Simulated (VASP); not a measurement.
# ZnCd2O3 (P-3m1) in VASP: single point with PBE

Aim: the single point of ZnCd2O3 with PBE.

All numbers are computed with VASP 6.6.1; they aren't measurements. Logs are shortened: lines on timing, memory, paths and dates and some standing lists are left out, and cuts for length are marked.

## Step 1: The cell of the first run

The structure is trigonal, space group P-3m1 (No. 164). The conventional cell has a = 3.259 Å, b = 3.259 Å, c = 8.067 Å, α = 90.00°, β = 90.00°, γ = 120.00°. Within 2.9 Å of Zn (site symmetry -3m) lie 6 O at 2.21 Å. Within 3.5 Å of Cd (site symmetry 3m) lie 6 O at 2.36 to 2.37 Å and 3 Zn at 3.22 Å and 9 Cd at 3.26 to 3.41 Å. Within 3.0 Å of O (site symmetry 3m) lie 3 Zn at 2.21 Å and 3 Cd at 2.37 Å and 3 O at 2.99 Å. Within 3.1 Å of O (site symmetry -3m) lie 6 Cd at 2.36 Å.

## Step 2: Single point, PBE

The input, INCAR:

```
PREC = Accurate ; ENCUT = 700
EDIFF = 1E-6 ; ISMEAR = 0
SIGMA = 0.1 ; LREAL = False
LASPH = True ; NELM = 120
ALGO = Normal ; ISIF = 2
LWAVE = False ; LCHARG = False
GGA = PE ; NBANDS = 44
GGA_COMPAT = False
```

The input, KPOINTS:

```
regular mesh
0
Gamma
  12 12 6
```

The input, POSCAR:

```
ZnCd2O3
1.0
    3.2586238045      0.0000000000      0.0000000000
   -1.6293119023      2.8220509961      0.0000000000
    0.0000000000      0.0000000000      8.0669856000
Zn Cd O
1 2 3
Direct
    0.0000000000      0.0000000000      0.0000000000
    0.3333333333      0.6666666667      0.6762590000
    0.6666666667      0.3333333333      0.3237410000
    0.6666666667      0.3333333333      0.8557030000
    0.0000000000      0.0000000000      0.5000000000
    0.3333333333      0.6666666667      0.1442970000
```

Potentials or basis: VASP PAW PBE potentials, release 64 (Zn, Cd_sv_GW, O).

The run is started by

```console
cat potpaw_PBE.64/Zn/POTCAR potpaw_PBE.64/Cd_sv_GW/POTCAR potpaw_PBE.64/O/POTCAR > POTCAR
mpirun -np 1 vasp_std > vasp.out
```

OUTCAR:

```text
PREC = Accurate
   ENCUT = 700
   EDIFF = 1E-6
   ISMEAR = 0
   LREAL = False
   LASPH = True
   NELM = 120
   ISIF = 2
   GGA = PE

 ion  position               nearest neighbor table
   1  0.000  0.000  0.000-   4 2.21   6 2.21   4 2.21   6 2.21   4 2.21   6 2.21
   2  0.333  0.667  0.676-
   3  0.667  0.333  0.324-
   4  0.667  0.333  0.856-   1 2.21   1 2.21   1 2.21
   5  0.000  0.000  0.500-
   6  0.333  0.667  0.144-   1 2.21   1 2.21   1 2.21

  LATTYP: Found a hexagonal cell.
 ALAT       =     3.2586238045
 C/A-ratio  =     2.4755805162

  Lattice vectors:

 A1 = (   3.2586238045,   0.0000000000,   0.0000000000)
 A2 = (  -1.6293119023,   2.8220509961,   0.0000000000)
 A3 = (   0.0000000000,   0.0000000000,   8.0669856000)

Analysis of symmetry for initial positions (statically):
=====================================================================
 Subroutine PRICEL returns:
 Original cell was already a primitive cell.

 Routine SETGRP: Setting up the symmetry group for a
 hexagonal supercell.

 Subroutine GETGRP returns: Found 12 space group operations
 (whereof 12 operations were pure point group operations)
 out of a pool of 24 trial point group operations.

The static configuration has the point symmetry D_3d.

Analysis of symmetry for dynamics (positions and initial velocities):
=====================================================================
 Subroutine PRICEL returns:
 Original cell was already a primitive cell.

 Routine SETGRP: Setting up the symmetry group for a
 hexagonal supercell.

 Subroutine GETGRP returns: Found 12 space group operations
 (whereof 12 operations were pure point group operations)
 out of a pool of 24 trial point group operations.

The dynamic configuration has the point symmetry D_3d.

 Subroutine INISYM returns: Found 12 space group operations
 (whereof 12 operations are pure point group operations),
 and found     1 'primitive' translations

----------------------------------------------------------------------------------------

                                     Primitive cell

  volume of cell :      74.1840

  direct lattice vectors                    reciprocal lattice vectors
     3.258623804  0.000000000  0.000000000     0.306878014  0.177176104  0.000000000
    -1.629311902  2.822050996  0.000000000     0.000000000  0.354352207  0.000000000
     0.000000000  0.000000000  8.066985600     0.000000000  0.000000000  0.123962041

  length of vectors
     3.258623804  3.258623805  8.066985600     0.354352207  0.354352207  0.123962041

  position of ions in fractional coordinates (direct lattice)
     0.000000000  0.000000000  0.000000000
     0.333333333  0.666666667  0.676259000
     0.666666667  0.333333333  0.323741000
     0.666666667  0.333333333  0.855703000
     0.000000000  0.000000000  0.500000000
     0.333333333  0.666666667  0.144297000

  ion indices of the primitive-cell ions
   primitive index   ion index
                 1           1
                 2           2
                 3           3
                 4           4
                 5           5
                 6           6

----------------------------------------------------------------------------------------

 KPOINTS: regular mesh

Automatic generation of k-mesh.
 Grid dimensions read from file:
 generate k-points for:   12   12    6

 Generating k-lattice:

  Cartesian coordinates                     Fractional coordinates (reciprocal lattice)
     0.025573168  0.014764675  0.000000000     0.083333333  0.000000000  0.000000000
     0.000000000  0.029529351  0.000000000     0.000000000  0.083333333  0.000000000
     0.000000000  0.000000000  0.020660340     0.000000000  0.000000000  0.166666667

  Length of vectors
     0.029529351  0.029529351  0.020660340

  Shift w.r.t. Gamma in fractional coordinates (k-lattice)
     0.000000000  0.000000000  0.000000000

 Subroutine IBZKPT returns following result:
 ===========================================

 Found    100 irreducible k-points:

 Following reciprocal coordinates:
            Coordinates               Weight
  0.000000  0.000000  0.000000      1.000000
  0.083333  0.000000  0.000000      6.000000
  0.166667  0.000000  0.000000      6.000000
  0.250000  0.000000  0.000000      6.000000
  0.333333  0.000000  0.000000      6.000000
  0.416667 -0.000000  0.000000      6.000000
[... 16 lines left out ...]
  0.166667  0.000000  0.166667      6.000000
  0.000000  0.166667  0.166667      6.000000
 [... further k-points ...]
   k-points           NKPTS =    100   k-points in BZ     NKDIM =    100   number of bands    NBANDS=     44
   number of dos      NEDOS =    301   number of ions     NIONS =      6
   total plane-waves  NPLWV =  54880
   dimension x,y,z NGX =    28 NGY =   28 NGZ =   70
   dimension x,y,z NGXF=    56 NGYF=   56 NGZF=  140
   ions per type =               1   2   3
   NGX,Y,Z   is equivalent  to a cutoff of  14.28, 14.28, 14.43 a.u.
   NGXF,Y,Z  is equivalent  to a cutoff of  28.57, 28.57, 28.85 a.u.
 SYSTEM =  unknown system
   PREC   = accura    normal or accurate (medium, high low for compatibility)
   ISTART =      0    job   : 0-new  1-cont  2-samecut
   ICHARG =      2    charge: 1-file 2-atom 10-const
   ISPIN  =      1    spin polarized calculation?
   LNONCOLLINEAR =      F non collinear calculations
   LSORBIT =      F    spin-orbit coupling
   LASPH  =      T    aspherical Exc in radial PAW
   ENCUT  =  700.0 eV  51.45 Ry    7.17 a.u.   7.03  7.03 17.40*2*pi/ulx,y,z
   NELM   =    120;   NELMIN=  2; NELMDL= -5     # of ELM steps
   EDIFF  = 0.1E-05   stopping-criterion for ELM
   LREAL  =      F    real-space projection
[... 7 lines left out ...]
   TEBEG  =    0.0;   TEEND  =   0.0 temperature during run
   PSTRESS=    0.0 pullay stress
   NELECT =      70.0000    total number of electrons
   NUPDOWN=      -1.0000    fix difference up-down
   EMIN   =  10.00;   EMAX   =-10.00  energy-range for DOS
   EFERMI =   0.00;   METHOD = LEGACY
   ISMEAR =     0;   SIGMA  =   0.10  broadening in eV -4-tet -1-fermi 0-gaus
   EFERMI_NEDOS =   21; number of points for ismear=-14 and -15
   IALGO  =     38    algorithm
   IMIX   =      4    mixing-type and parameters
     AMIX     =   0.40;   BMIX     =  1.00
     AMIX_MAG =   1.60;   BMIX_MAG =  1.00
  volume/ion in A,a.u.               =      12.36        83.44
  Fermi-wavevector in a.u.,A,eV,Ry     =   1.605723  3.034377 35.080547  2.578347
  Thomas-Fermi vector in A             =   2.702024
   LORBIT       =      0    0 simple, 1 ext, 2 COOP (PROOUT), +10 PAW based schemes
   GGA     = PE    functional components
   LHFCALC =     F    Hartree Fock is set to
   AEXX    =    0.0000 exact exchange contribution
   IVDW    =     0    specifies the selected vdW correction
   LEPSILON=     F    determine dielectric tensor
   LRPA    =     F    only Hartree local field effects (RPA)
 non-spin polarized calculation
 Gauss-broadening in eV      SIGMA  =   0.10
  energy-cutoff  :      700.00
  volume of cell :       74.18
 maximum number of plane-waves:      3140
   NGX = 15   NGY = 15   NGZ = 35

 number of electron      69.9999997 magnetization

 Free energy of the ion-electron system (eV)
  ---------------------------------------------------
  ext. energy  EPLUGINS =         0.00000000
  ---------------------------------------------------
  free energy    TOTEN  =       -24.11718261 eV

  energy without entropy =      -24.11657466  energy(sigma->0) =      -24.11687863

 E-fermi :   4.0700     XC(G=0): -11.8173

 val. band max:        3.9579107436   @ k =   0.5000   0.0000   0.5000
 cond. band min:       4.1450107375   @ k =   0.0000   0.0000   0.1667
 fundamental gap:      0.1870999939
 Fermi energy:         4.0700204205

 k-point     1 :       0.0000    0.0000    0.0000
  band No.  band energies     occupation
      1     -96.5913      2.00000
      2     -96.5909      2.00000
      3     -57.6828      2.00000
      4     -57.6828      2.00000
      5     -57.6820      2.00000
      6     -57.6820      2.00000
[... 36 lines left out ...]
     43      17.3603      0.00000
     44      17.3603      0.00000

 k-point     2 :       0.0833    0.0000    0.0000
  band No.  band energies     occupation
      1     -96.5912      2.00000
      2     -96.5909      2.00000
      3     -57.6839      2.00000
      4     -57.6831      2.00000
      5     -57.6831      2.00000
      6     -57.6823      2.00000
[... 36 lines left out ...]
     43      16.5268      0.00000
     44      17.3845      0.00000

 k-point     3 :       0.1667    0.0000    0.0000
  band No.  band energies     occupation
      1     -96.5910      2.00000
      2     -96.5907      2.00000
      3     -57.6869      2.00000
      4     -57.6861      2.00000
      5     -57.6840      2.00000
      6     -57.6830      2.00000
[... 36 lines left out ...]
     43      16.7049      0.00000
     44      16.7609      0.00000

 k-point     4 :       0.2500    0.0000    0.0000
  band No.  band energies     occupation
      1     -96.5908      2.00000
      2     -96.5905      2.00000
      3     -57.6910      2.00000
      4     -57.6902      2.00000
      5     -57.6851      2.00000
      6     -57.6841      2.00000
[... 882 lines left out ...]
     43      16.6460      0.00000
     44      17.8885      0.00000

 k-point    23 :       0.1667    0.0000    0.1667
  band No.  band energies     occupation
      1     -96.5910      2.00000
      2     -96.5907      2.00000
      3     -57.6869      2.00000
      4     -57.6861      2.00000
      5     -57.6840      2.00000
      6     -57.6830      2.00000
[... 36 lines left out ...]
     43      16.3077      0.00000
     44      16.5412      0.00000

 k-point    24 :       0.0000    0.1667    0.1667
  band No.  band energies     occupation
      1     -96.5910      2.00000
      2     -96.5907      2.00000
      3     -57.6869      2.00000
      4     -57.6861      2.00000
      5     -57.6840      2.00000
      6     -57.6830      2.00000
[... 36 lines left out ...]
     43      16.6030      0.00000
     44      17.1834      0.00000

 [... further k-points ...]

------------------------ aborting loop because EDIFF is reached ----------------------------------------

  FORCE on cell =-STRESS in cart. coord.  units (eV):
  Direction    XX          YY          ZZ          XY          YZ          ZX
  --------------------------------------------------------------------------------------
  -------------------------------------------------------------------------------------
  Total       -0.0030685     -0.0030685     -0.0077064      0.0000000      0.0000000     -0.0000000
  in kB       -0.0662711     -0.0662711     -0.1664369      0.0000000      0.0000000     -0.0000000
  external PRESSURE =      -0.0996597 kB  Pullay stress =       0.0000000 kB

 VOLUME and BASIS-vectors are now :
 -----------------------------------------------------------------------------
  energy-cutoff  :      700.00
  volume of cell :       74.18
      direct lattice vectors                 reciprocal lattice vectors
     3.258623804  0.000000000  0.000000000     0.306878014  0.177176104  0.000000000
    -1.629311902  2.822050996  0.000000000     0.000000000  0.354352207  0.000000000
     0.000000000  0.000000000  8.066985600     0.000000000  0.000000000  0.123962041

 POSITION                                       TOTAL-FORCE (eV/Angst)
 -----------------------------------------------------------------------------------
      0.00000      0.00000      0.00000        -0.000000      0.000000      0.000000
     -0.00000      1.88137      5.45537        -0.000000     -0.000000     -0.004164
      1.62931      0.94068      2.61161         0.000000      0.000000      0.004164
      1.62931      0.94068      6.90294         0.000000     -0.000000     -0.026301
      0.00000      0.00000      4.03349        -0.000000      0.000000      0.000000
     -0.00000      1.88137      1.16404        -0.000000      0.000000      0.026301
 -----------------------------------------------------------------------------------
    total drift:                                0.000000     -0.000000      0.000000

  FREE ENERGIE OF THE ION-ELECTRON SYSTEM (eV)
  ---------------------------------------------------
  free  energy   TOTEN  =       -24.1171826059 eV

  energy  without entropy=      -24.1165746586  energy(sigma->0) =      -24.11687863
```

Wall time 9.7 min (1 thread of AMD EPYC 7R43 (Zen 3), shared host); peak memory 0.54 GiB.

Results:

| Property | Result |
| --- | --- |
| Free energy | -24.1172 eV |
| Pressure | 0.0 GPa |
| Largest force | 0.026 eV/Å |
| Band gap on the k mesh | zero (bands 35 and 36 overlap by 0.25 eV) |

Forces in eV/Å, atoms in the order of the input:
```
Zn   0.000  0.000  0.000
Cd   0.000  0.000 -0.004
Cd   0.000  0.000  0.004
O    0.000  0.000 -0.026
O    0.000  0.000  0.000
O    0.000  0.000  0.026
```

Levels at points of the mesh, in eV from the Fermi level:
| k point | band 32 | band 33 | band 34 | band 35 | band 36 | band 37 | band 38 | band 39 |
| --- | --- | --- | --- | --- | --- | --- | --- | --- |
| (0.00, 0.00, 0.00) | -0.45 | -0.45 | -0.41 | -0.41 | -0.37 | 3.63 | 3.73 | 8.06 |
| (0.50, 0.00, 0.00) | -1.14 | -1.03 | -0.78 | -0.54 | 3.68 | 5.13 | 5.62 | 6.98 |
| (0.00, 0.00, 0.50) | -1.00 | -1.00 | -0.15 | -0.15 | 1.54 | 1.66 | 4.62 | 7.19 |
| (0.50, 0.00, 0.50) | -1.94 | -1.60 | -0.12 | -0.11 | 4.35 | 4.58 | 4.71 | 7.27 |

Caveat: semilocal functionals underestimate gaps, and a narrow one can read as zero.

The gap in the log of VASP goes by the Fermi energy; the results here count the filled bands.